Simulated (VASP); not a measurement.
Wanted: the native input for a VASP 6.6.1 run.

```yaml
Task: single point
Functional: PBE
Potentials_or_basis: VASP PAW PBE potentials, release 64 (Sb)
Cutoff: 520 eV
k_mesh: 14 × 14 × 14
Occupations: fermi-dirac, width 0.1 eV
Spin: no spin polarisation
Dipole_correction: no
Further_INCAR_settings: ALGO = Normal; EDIFF = 1e-06; NBANDS = 12
```

The structure of Sb lies in POSCAR:

```
Sb
1.0
    2.1879029667      1.2631863668      3.8431731385
   -2.1879029667      1.2631863668      3.8431731385
    0.0000000000     -2.5263727336      3.8431731385
Sb
2
Direct
    0.2326795448      0.2326795448      0.2326795448
    0.7673204552      0.7673204552      0.7673204552
```

One way to write it, as run:

INCAR

```
SYSTEM = Sb
  ALGO = Normal
  EDIFF = 1E-6
  ENCUT = 520
  GGA = PE
  ISIF = 2
  ISMEAR = -1
  LASPH = .True.
  LCHARG = .True.
  LELF = .True.
  LREAL = .False.
  LVHAR = .True.
  LWAVE = .False.
  NBANDS = 12
  NELM = 80
  PREC = Accurate
  SIGMA = 0.1
```

KPOINTS

```
k-points
0
Gamma
  14 14 14
  0 0 0
```

Potentials or basis: VASP PAW PBE potentials, release 64 (Sb).

The run is started by

```console
$ cat potpaw_PBE.64/Sb/POTCAR > POTCAR
$ mpirun -np 1 vasp_std > vasp.out
```

It gave:

```yaml
Pressure: 0.1 GPa
Largest_force: 0.053 eV/Å
Band_gap_on_the_k_mesh: zero (bands 5 and 6 overlap by 0.28 eV)
```

Caveat: spin-orbit coupling is left out, which moves the levels of the heavy elements.

Wall time 4.3 min on 1 thread of Intel Xeon 8259CL, with other jobs on the host, peak memory 0.34 GiB.
